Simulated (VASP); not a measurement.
# B16P17 (a cell with a defect) in VASP: further runs, part 2 of 2

VASP 6.6.1. The steps go on from the part before.

**3. Single point, PBE (with an interstitial atom, then relaxed in part)**

Input file INCAR:

```
SYSTEM = B16P17
ALGO = Normal ; EDIFF = 1E-6
ENCUT = 520 ; GGA = PE
ISIF = 2 ; ISMEAR = 0
LASPH = .True. ; LCHARG = .False.
LREAL = Auto ; LWAVE = .False.
NBANDS = 88 ; NELECT = 132.0
NELM = 80 ; PREC = Accurate
SIGMA = 0.01
```

Input file KPOINTS:

```
Automatic mesh
0
Gamma
  2 2 2
  0.5 0.5 0.5
```

Input file POSCAR:

```
B16P17
1.0
   -4.5481928018     -4.5481928018     -4.5481928018
   -4.5481928018      4.5481928018      4.5481928018
    4.5481928018      4.5481928018     -4.5481928018
B P
16 17
Direct
    0.4956724250      0.2500423541      0.2456878561
    0.2551992875      0.2636337525      0.5029987852
    0.0054334802      0.2502980305      0.7570149281
    0.5515576193      0.7700622641      0.7553159048
    0.5102283029      0.5215577759      0.0123235487
    0.2614430957      0.5066465857      0.2662670467
   -0.0349390315      0.4628241545      0.4760884952
    0.7517673942      0.5044582344      0.7571908208
    0.7648092931      0.2642687849      1.0102961839
    0.5111881140      0.0104917380      0.5025637387
    0.2748258662      0.0531068500      0.7554511294
    0.2414871759      0.7393840447      0.0359829842
    1.0064020062      0.7609910474      0.2689060277
    0.7633847597      0.7539835472      0.5032438406
    0.0212299717      0.0090120703      0.0121526811
    0.7532118512     -0.0013089021      0.2482670909
    0.5032450788      0.0025279831      0.2465837729
    0.2622501809      0.0192306959      0.4991211092
    0.0133139023      0.0022807248      0.7569723192
    0.5041338186      0.5111736942      0.7569435850
    0.5193786914      0.2807494772      0.0151526747
    0.2584038047      0.2580394683      0.2575188069
   -0.0023083713      0.2393246082      0.4996197970
    0.7583064261      0.2571453365      0.7564944229
    0.7803273994      0.0178724984      0.0148527918
    0.5189004924      0.7609113156      0.4993861695
    0.1347036267      0.6669515903      0.7554366708
    0.2543547489      0.4957097785      0.0148457227
    0.0124587215      0.5116953323      0.2646077090
    0.7365530463      0.4936852682      0.4955511989
   -0.0028795959      0.7545907162      0.0188554350
    0.7583323618      0.7594130494      0.2588466308
    0.3838271114     -0.1183475126     -0.2069077588
```

Potentials or basis: VASP PAW PBE potentials, release 64 (B, P).

The run is started by

```bash
cat potpaw_PBE.64/B/POTCAR potpaw_PBE.64/P/POTCAR > POTCAR
mpirun -np 1 vasp_std > vasp.out
```

Wall time 3.2 min (1 thread of Intel Xeon Platinum 8375C at 2.90GHz (Ice Lake), shared host); peak memory 0.48 GiB.

The run converged. Its results:

| Item | Value |
| --- | --- |
| Free energy | -213.1073 eV |
| Largest force | 0.080 eV/Å |

Forces on the atoms (eV/Å):
```
B    0.002  0.001  0.000
B   -0.003 -0.001  0.002
B    0.002  0.001  0.003
B    0.005 -0.004  0.007
B   -0.003  0.005 -0.003
B    0.003 -0.001 -0.002
B    0.000 -0.004 -0.007
B    0.002 -0.005 -0.003
B   -0.004 -0.001  0.002
B   -0.002  0.000 -0.003
B    0.002 -0.005 -0.001
B   -0.001 -0.006 -0.003
B    0.002  0.005  0.003
B   -0.001 -0.005  0.003
B   -0.003 -0.002 -0.003
B    0.001 -0.003 -0.003
P   -0.004  0.000 -0.005
P    0.007 -0.002 -0.001
P   -0.002  0.005  0.007
P   -0.005  0.003  0.000
P    0.003 -0.006 -0.002
P    0.001  0.005 -0.001
P    0.000  0.004  0.003
P    0.003  0.002  0.000
P    0.005  0.012  0.012
P    0.000  0.002  0.001
P   -0.080  0.002 -0.005
P   -0.006 -0.002  0.005
P    0.006  0.001 -0.002
P   -0.004  0.008 -0.007
P   -0.003 -0.001  0.000
P   -0.001 -0.005 -0.001
P    0.078 -0.004  0.006
```

Levels at points of the mesh, in eV from the Fermi level:
| k point | band 63 | band 64 | band 65 | band 66 | band 67 | band 68 | band 69 | band 70 |
| --- | --- | --- | --- | --- | --- | --- | --- | --- |
| (0.25, 0.25, 0.25) | -1.26 | -1.22 | -1.20 | -0.20 | -0.09 | 1.51 | 1.72 | 2.10 |

Caveat: the k points lie up to 0.49 Å⁻¹ apart; the cell carries a net charge on a neutralising background, which shifts energy and pressure; the cell differs from its parent crystal (with an interstitial atom, then relaxed in part); the cell is charged against a uniform background, so pressure and absolute levels hang on convention.

**4. Single point, PBE, collinear spin (with an interstitial atom, then relaxed in part)**

Input file INCAR:

```
SYSTEM = B16P17
PREC = Accurate
ENCUT = 520
EDIFF = 1E-6
ISMEAR = 0
SIGMA = 0.01
LREAL = Auto
LASPH = .True.
NELM = 150
ALGO = Normal
ISIF = 2
LWAVE = .False.
LCHARG = .False.
ISPIN = 2
MAGMOM = 0.091 0 0 0.091 0 0 0 0 0.091 0 0.091 0.091 0 0 0 0.091 0.091 0 0 0 0.091 0 0 0 0.091 0 0.091 0 0 0 0 0 0.091
LORBIT = 11
GGA = PE
NBANDS = 92
```

KPOINTS is that of step 3.

Input file POSCAR:

```
B16P17
1.0
   -4.5481928018     -4.5481928018     -4.5481928018
   -4.5481928018      4.5481928018      4.5481928018
    4.5481928018      4.5481928018     -4.5481928018
B P
16 17
Direct
    0.4957931596      0.2501019549      0.2451330246
    0.2559329212      0.2604232805      0.5032769645
    0.0054253839      0.2491415974      0.7559114881
    0.5449655490      0.7653310952      0.7496875208
    0.5109534332      0.5226511562      0.0125982067
    0.2604318746      0.5059769711      0.2623063023
   -0.0286227830      0.4632919259      0.4781285837
    0.7521731058      0.5037930687      0.7571747222
    0.7641976168      0.2636331005      1.0093115588
    0.5109707606      0.0091475936      0.5015157056
    0.2797360230      0.0504607029      0.7585766585
    0.2366359442      0.7374118159      0.0284323088
    1.0053560425      0.7601999459      0.2693934030
    0.7614568112      0.7534385350      0.5018417654
    0.0205605885      0.0079208863      0.0120288549
    0.7549035825     -0.0009820896      0.2497146879
    0.5016800424      0.0002483466      0.2437226158
    0.2626142953      0.0154877379      0.5011691938
    0.0146869869      0.0006270794      0.7563215882
    0.5047013012      0.5102793967      0.7560512496
    0.5186056657      0.2823375341      0.0139532083
    0.2581630577      0.2577071333      0.2572704399
   -0.0011001447      0.2395076457      0.5000553440
    0.7582280092      0.2560116190      0.7555261913
    0.7786606300      0.0153619352      0.0130483259
    0.5175076701      0.7598072885      0.4984112716
    0.1175864392      0.6832127264      0.7475299406
    0.2537403942      0.4971897033      0.0106626216
    0.0116248288      0.5099327572      0.2633650526
    0.7376876210      0.4930746360      0.4944499424
   -0.0022187723      0.7539846948      0.0214491641
    0.7581719045      0.7594434613      0.2589798080
    0.3989462535     -0.1112272693     -0.1765114677
```

The run is started by

```bash
cat potpaw_PBE.64/B/POTCAR potpaw_PBE.64/P/POTCAR > POTCAR
mpirun -np 1 vasp_std > vasp.out
```

It took 16 min on 1 thread of Oxide Virtual Turin-like, shared host; peak memory 0.69 GiB.

The run converged. Its results:

```yaml
Free_energy: -205.2028 eV
Pressure: 8.2 GPa
Largest_force: 0.065 eV/Å
Net_moment: 0.00 μB per cell
Valence_electrons_inside_the_program's_atomic_spheres: B 1.97, 1.96, 1.93, 2.03, 1.99, 1.91 (each value once); P 2.53, 2.57, 2.56, 2.60, 2.58, 2.55, 2.66, 2.61 (each value once)
```

Forces on the atoms (eV/Å):
```
B    0.001 -0.002 -0.001
B    0.000  0.003 -0.001
B    0.002  0.000 -0.001
B    0.000 -0.011  0.017
B   -0.004  0.006 -0.007
B   -0.003  0.002  0.004
B   -0.006 -0.006 -0.015
B    0.004  0.000 -0.002
B   -0.004  0.004 -0.001
B   -0.003 -0.002 -0.001
B   -0.009  0.004  0.011
B    0.005  0.010 -0.004
B    0.000  0.007  0.006
B   -0.003 -0.001  0.009
B   -0.003  0.000 -0.001
B    0.000  0.001 -0.008
P    0.003  0.001 -0.001
P    0.008  0.001 -0.001
P   -0.005  0.000  0.005
P   -0.006  0.004  0.000
P    0.002 -0.006  0.010
P    0.001 -0.001 -0.002
P    0.002 -0.001  0.009
P    0.004  0.002  0.002
P    0.011  0.010  0.006
P    0.000 -0.001 -0.006
P   -0.062 -0.001  0.002
P   -0.001 -0.005  0.000
P    0.005 -0.002  0.002
P   -0.007  0.003 -0.011
P    0.002 -0.006 -0.013
P    0.001 -0.006 -0.003
P    0.065 -0.005 -0.004
```

Stress tensor (GPa, compression positive):
```
13.07  0.00  0.59
 0.00  7.05  0.01
 0.59  0.01  4.43
```

Levels at points of the mesh, in eV from the Fermi level:
Spin up:
```tsv
k point	band 63	band 64	band 65	band 66	band 67	band 68	band 69	band 70
(0.25, 0.25, 0.25)	-1.37	-1.28	-1.13	-0.54	-0.17	1.61	1.71	1.97
```
Spin down:
```tsv
k point	band 64	band 65	band 66	band 67	band 68	band 69
(0.25, 0.25, 0.25)	-1.28	-1.13	-0.54	-0.17	1.61	1.71
```

Caveat: the k points lie up to 0.49 Å⁻¹ apart; the cell differs from its parent crystal (with an interstitial atom, then relaxed in part).
